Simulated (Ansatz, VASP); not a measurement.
Two plane-wave programs on Ge

```
Ge
1.0
     3.95881    0.00000    0.00000
    -1.97941    3.42843    0.00000
     0.00000    0.00000   18.78354
Ge
12
Direct
  0.00000 0.00000 0.60180
  0.00000 0.00000 0.27060
  0.66667 0.33333 0.43603
  0.66667 0.33333 0.76770
  0.66667 0.33333 0.10237
  0.33333 0.66667 0.93591
  0.00000 0.00000 0.39820
  0.00000 0.00000 0.72940
  0.66667 0.33333 0.23230
  0.66667 0.33333 0.56397
  0.66667 0.33333 0.89763
  0.33333 0.66667 0.06409
```

Alike in both runs: task single point; functional PBE; k mesh 6 × 6 × 1; occupations gaussian, width 0.1 eV; no spin polarisation.

```csv
,VASP,Ansatz
version,VASP 6.6.1,Ansatz 0.2.0
potentials or method,"VASP PAW PBE potentials, release 64 (Ge_d), cutoff 520 eV","scalar-relativistic, plane waves, PAW"
valence electrons in the cell,168,168
```

Ansatz gave:

| Property | Result |
| --- | --- |
| pressure (GPa) | 9.2 |
| traceless stress, the component that is largest in VASP (GPa) | 1.63 |
| rms of the force components (eV/Å) | 0.229 |

Q: Estimate VASP's values.

A: Pressure (GPa): 9.1; traceless stress, the component that is largest in VASP (GPa): 1.64; rms of the force components (eV/Å): 0.229.

Atom by atom the forces differ by 0.001 eV/Å (rms over components).
